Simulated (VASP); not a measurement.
Crystal: BN.

```
B N
1.0
     0.00000    1.80483    1.87395
     1.80483    0.00000    1.87395
     1.80483    1.80483    0.00000
B N
1 1
Direct
  0.00000 0.00000 0.00000
  0.25000 0.25000 0.25000
```

This cell differs from its parent crystal: uniaxial z strain +3.8%.

Base run:

| Item | Value |
| --- | --- |
| Program | VASP 6.6.1 |
| Functional | r2SCAN |
| Potentials or basis | VASP PAW PBE potentials, release 64 (B, N) |
| Cutoff | 520 eV |
| k mesh | 12 × 12 × 12 |
| Occupations | gaussian, width 0.01 eV |
| Spin | no spin polarisation |

Its results: band gap on the k mesh 4.60 eV, indirect (least direct gap 9.16 eV); pressure -12.8 GPa.

Question: The run is repeated on the same cell with these changes: potentials or basis from VASP PAW PBE potentials, release 64 (B, N) to VASP PAW PBE potentials, release 64 (B_h, N_h); cutoff from 520 eV to 910 eV; further incar settings from ALGO = Normal; EDIFF = 1e-07; NBANDS = 11 to ALGO = Normal; EDIFF = 1e-06; NBANDS = 11. What comes out?

Answer: Band gap on the k mesh 4.61 eV, indirect (least direct gap 9.17 eV); pressure -14.2 GPa.

Caveats: the PAW data sets were made with another functional, which shifts forces and pressure a little; the cutoff is under 1.25 times the usual one of these potentials, so pressure, stress and relaxed cells hold a basis-set (Pulay) error (some runs).

A k mesh can miss the band edges.
